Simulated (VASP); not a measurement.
Set up this calculation in VASP 6.6.1, as the native input.

```yaml
Task: single point
Functional: PBE
Potentials_or_basis: VASP PAW PBE potentials, release 64 (F, Cl, Ag)
Cutoff: 520 eV
k_mesh: 6 × 6 × 6
Occupations: fermi-dirac, width 0.02 eV
Spin: no spin polarisation
Dipole_correction: no
Further_INCAR_settings: ALGO = Normal; EDIFF = 1e-06; NBANDS = 26
```

The structure of Ag2ClF lies in POSCAR:

```
Ag2ClF
1.0
    1.9533889000      1.1277896072      5.7629012140
   -1.9533889000      1.1277896072      5.7629012140
    0.0000000000     -2.2555792145      5.7629012140
F Cl Ag
1 1 2
Direct
    1.0000000000      0.0000000000      0.0000000000
    0.5000000000      0.5000000000      0.5000000000
    0.2619753844      0.2619753844      0.2619753844
    0.7380246156      0.7380246156      0.7380246156
```

This cell differs from its parent crystal: volume changed by +3%.

The input as run:

INCAR

```
  PREC = Accurate
  ENCUT = 520
  EDIFF = 1E-6
  ISMEAR = -1
  SIGMA = 0.02
  LREAL = F
  LASPH = T
  NELM = 100
  ALGO = Normal
  ISIF = 2
  LWAVE = F
  LCHARG = T
  GGA = PE
  LELF = T
  LVHAR = T
  NBANDS = 26
```

KPOINTS

```
regular mesh
0
Gamma
  6 6 6
```

Potentials or basis: VASP PAW PBE potentials, release 64 (F, Cl, Ag).

The run is started by

```bash
$ cat potpaw_PBE.64/F/POTCAR potpaw_PBE.64/Cl/POTCAR potpaw_PBE.64/Ag/POTCAR > POTCAR
$ mpirun -np 1 vasp_std > vasp.out
```

Results of the run:

The pressure is -1.6 GPa and the largest force is 0.012 eV/Å. The band gap on the k mesh is 0.04 eV, direct.

Wall time 63 s on 1 thread of Intel(R) Xeon(R) 6975P-C (Granite Rapids) (shared host), peak memory 0.35 GiB.
